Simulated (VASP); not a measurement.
# Pd (Fm-3m) in VASP: notebook, part 2 of 2

VASP 6.6.1.

## 3. Single point, LDA

This run uses another cell than the first one, of 14.20 Å³/atom, 1.003 times its volume.

Input file INCAR:

```
SYSTEM = Pd
  PREC = Accurate
  ENCUT = 520
  EDIFF = 1E-6
  ISMEAR = -1
  SIGMA = 0.15
  LREAL = .False.
  LASPH = .True.
  NELM = 100
  ALGO = Normal
  ISIF = 2
  LWAVE = .False.
  LCHARG = .False.
  GGA = CA
  NBANDS = 11
```

Input file KPOINTS:

```
regular mesh
0
Gamma
  16 16 16
  0 0 0
```

Input file POSCAR:

```
Pd
1.0
    0.0000000000      1.9219215710      1.9219215710
    1.9219215710      0.0000000000      1.9219215710
    1.9219215710      1.9219215710      0.0000000000
Pd
1
Direct
    0.0000000000      0.0000000000      0.0000000000
```

Potentials or basis: VASP PAW LDA potentials, release 64 (Pd).

The run is started by

```
cat potpaw_LDA.64/Pd/POTCAR > POTCAR
mpirun -np 1 vasp_std > vasp.out
```

Run time: 10 s. Hardware: 1 thread of Intel Xeon 6975P-C, shared host; peak memory 0.13 GiB.

Results (log left out):

```yaml
Free_energy: -6.5620 eV
Pressure: 0.3 GPa
Band_gap_on_the_k_mesh: zero (band 5 reaches 10.59 eV, above the bottom of band 6 at 8.89 eV)
```

Levels at points of the mesh, in eV from the Fermi level:
```
           k point  band 2  band 3  band 4  band 5  band 6  band 7  band 8  band 9
(0.00, 0.00, 0.00)   -3.11   -3.11   -3.11   -1.37   -1.37   17.07   22.01   22.01
(0.50, 0.00, 0.00)   -3.16   -3.16   -0.08   -0.08    0.79    7.50   16.45   21.22
(0.50, 0.50, 0.00)   -5.53   -0.10    0.26    0.26    3.18   11.05   13.20   13.20
```

## 4. Relaxation of cell and atoms, LDA

Input file INCAR:

```
PREC = Accurate
ENCUT = 600
EDIFF = 1E-6
ISMEAR = -1
SIGMA = 0.15
LREAL = F
LASPH = T
NELM = 80
ALGO = Normal
ISIF = 3
LWAVE = F
LCHARG = F
GGA = CA
IBRION = 2
NSW = 80
EDIFFG = -0.001
```

Input file KPOINTS:

```
Automatic mesh
0
Gamma
  16 16 16
```

Input file POSCAR:

```
Pd
1.0
    0.0000000000      1.9199738926      1.9199738926
    1.9199738926      0.0000000000      1.9199738926
    1.9199738926      1.9199738926      0.0000000000
Pd
1
Direct
    0.0000000000      0.0000000000      0.0000000000
```

Potentials or basis: VASP PAW LDA potentials, release 64 (Pd).

The run is started by

```
cat potpaw_LDA.64/Pd/POTCAR > POTCAR
mpirun -np 1 vasp_std > vasp.out
```

OUTCAR:

```text
PREC = Accurate
   ENCUT = 600
   EDIFF = 1E-6
   ISMEAR = -1
   LREAL = F
   LASPH = T
   NELM = 80
   ISIF = 3
   GGA = CA
   IBRION = 2
   NSW = 80
   EDIFFG = -0.001

 ion  position               nearest neighbor table
   1  0.000  0.000  0.000-

  LATTYP: Found a face centered cubic cell.
 ALAT       =     3.8399477852

  Lattice vectors:

 A1 = (   0.0000000000,   1.9199738926,   1.9199738926)
 A2 = (   1.9199738926,   0.0000000000,   1.9199738926)
 A3 = (   1.9199738926,   1.9199738926,   0.0000000000)

Analysis of symmetry for initial positions (statically):
=====================================================================
 Subroutine PRICEL returns:
 Original cell was already a primitive cell.

 Routine SETGRP: Setting up the symmetry group for a
 face centered cubic supercell.

[... 351 lines left out ...]

 E-fermi :  10.3053     XC(G=0): -13.7438

 val. band max:       10.3047507895   @ k =  -0.4375   0.3750   0.0000
 cond. band min:      10.3240364627   @ k =   0.5000   0.2500   0.0000
 fundamental gap:      0.0192856731
 Fermi energy:        10.3053359340

 k-point     1 :       0.0000    0.0000    0.0000
  band No.  band energies     occupation
      1       2.7101      2.00000
      2       7.1979      2.00000
      3       7.1979      2.00000
      4       7.1979      2.00000
      5       8.9399      1.99978
      6       8.9399      1.99978
      7      27.3790      0.00000
      8      32.3062      0.00000
      9      32.3062      0.00000
[... 265 lines left out ...]
 k-point    24 :      -0.0625    0.0625    0.0000
  band No.  band energies     occupation
      1       3.0956      2.00000
      2       7.0390      2.00000
      3       7.3228      2.00000
      4       7.3632      2.00000
      5       8.7931      1.99992
      6       8.9647      1.99974
      7      27.7998      0.00000
      8      30.5164      0.00000
      9      32.1438      0.00000

 [... further k-points ...]
[... 5 lines left out ...]
  --------------------------------------------------------------------------------------
  -------------------------------------------------------------------------------------
  Total        0.0009970      0.0009970      0.0009970      0.0000000      0.0000000      0.0000000
  in kB        0.1123617      0.1123617      0.1123617      0.0000000      0.0000000      0.0000000
  external PRESSURE =       0.1123617 kB  Pullay stress =       0.0000000 kB
[... 16 lines left out ...]
  FREE ENERGIE OF THE ION-ELECTRON SYSTEM (eV)
  ---------------------------------------------------
  free  energy   TOTEN  =        -6.5619260396 eV

  energy  without entropy=       -6.4431400360  energy(sigma->0) =       -6.50253304

 reached required accuracy - stopping structural energy minimisation
```

CONTCAR:

```text
Pd
   1.00000000000000
     0.0000000000000000    1.9227056867998114    1.9227056867998114
     1.9227056867998114   -0.0000000000000000    1.9227056867998114
     1.9227056867998114    1.9227056867998114    0.0000000000000000
  Pd
     1
Direct
     1.0000000000000000    0.0000000000000000    0.0000000000000000

  0.00000000E+00  0.00000000E+00  0.00000000E+00
```

Run time: 50 s. Hardware: 1 thread of Intel Xeon 6975P-C, shared host; peak memory 0.15 GiB.

Results:

| Property | Result |
| --- | --- |
| Free energy | -6.5619 eV |
| Relaxed volume | 14.22 Å³/atom |
| Relaxed cell | a = 2.719 Å, b = 2.719 Å, c = 2.719 Å, α = 60.00°, β = 60.00°, γ = 60.00° |
| Space group after relaxing (to 0.05 Å) | Fm-3m (No. 225) |
| Energy gained by relaxing | 0.2 meV/atom |
| Ionic steps | 14 |
| Pressure after relaxing | 0.0 GPa |
| Band gap on the k mesh | zero (band 5 reaches 10.57 eV, above the bottom of band 6 at 8.87 eV) |

The path:
| step | energy change (eV) | largest force (eV/Å) | pressure (GPa) | volume (Å³) |
| --- | --- | --- | --- | --- |
| 1 | 0.0000 | 0.0000 | 0.97 | 14.16 |
| 2 | 0.0005 | 0.0000 | -1.77 | 14.33 |
| 3 | -0.0002 | 0.0000 | -0.05 | 14.22 |
| 4 | -0.0002 | 0.0000 | 0.05 | 14.21 |
| 5 | -0.0002 | 0.0000 | 0.02 | 14.22 |
| 6 | -0.0002 | 0.0000 | 0.02 | 14.22 |
| 7 | -0.0002 | 0.0000 | 0.02 | 14.22 |
| 8 | -0.0002 | 0.0000 | 0.02 | 14.22 |
| 9 | -0.0002 | 0.0000 | 0.02 | 14.22 |
| 10 | -0.0002 | 0.0000 | 0.02 | 14.22 |
| 11 | -0.0002 | 0.0000 | 0.02 | 14.22 |
| 12 | -0.0002 | 0.0000 | 0.02 | 14.22 |
| 13 | -0.0002 | 0.0000 | 0.01 | 14.22 |
| 14 | -0.0002 | 0.0000 | 0.01 | 14.22 |

Final structure:
```cif
data_structure
_symmetry_space_group_name_H-M 'P 1'
_symmetry_Int_Tables_number 1
_cell_length_a 2.7191
_cell_length_b 2.7191
_cell_length_c 2.7191
_cell_angle_alpha 60.000
_cell_angle_beta 60.000
_cell_angle_gamma 60.000
_cell_volume 14.22
loop_
_atom_site_label
_atom_site_type_symbol
_atom_site_fract_x
_atom_site_fract_y
_atom_site_fract_z
_atom_site_occupancy
Pd1 Pd 0.00000 0.00000 0.00000 1
```

Levels at points of the mesh, in eV from the Fermi level:
| k point | band 1 | band 2 | band 3 | band 4 | band 5 | band 6 | band 7 | band 8 | band 9 |
| --- | --- | --- | --- | --- | --- | --- | --- | --- | --- |
| (0.00, 0.00, 0.00) | -7.60 | -3.11 | -3.11 | -3.11 | -1.37 | -1.37 | 17.07 | 22.00 | 22.00 |
| (0.50, 0.00, 0.00) | -5.72 | -3.15 | -3.15 | -0.08 | -0.08 | 0.79 | 7.49 | 16.45 | 21.21 |
| (0.50, 0.50, 0.00) | -5.82 | -5.52 | -0.10 | 0.26 | 0.26 | 3.18 | 11.04 | 13.20 | 13.20 |

## 5. Summary

```csv
task,cell,cutoff (eV),smearing,gap on the mesh (eV),pressure (GPa)
single point,"a = 2.715 Å, angles 60.0°, 1 atom",520,gaussian 0.1 eV,none,0.3
single point,"a = 2.718 Å, angles 60.0°, 1 atom",520,fermi-dirac 0.15 eV,none,0.3
relaxation of cell and atoms,"relaxed from a = 2.715 Å, angles 60.0°, 1 atom",600,fermi-dirac 0.15 eV,none,0.0
```

Alike in all rows: level LDA; potentials or basis VASP PAW LDA potentials, release 64 (Pd); no spin polarisation; k mesh 16 × 16 × 16.

Total energies depend on the potentials used, so only differences within one code and one set of settings carry meaning.
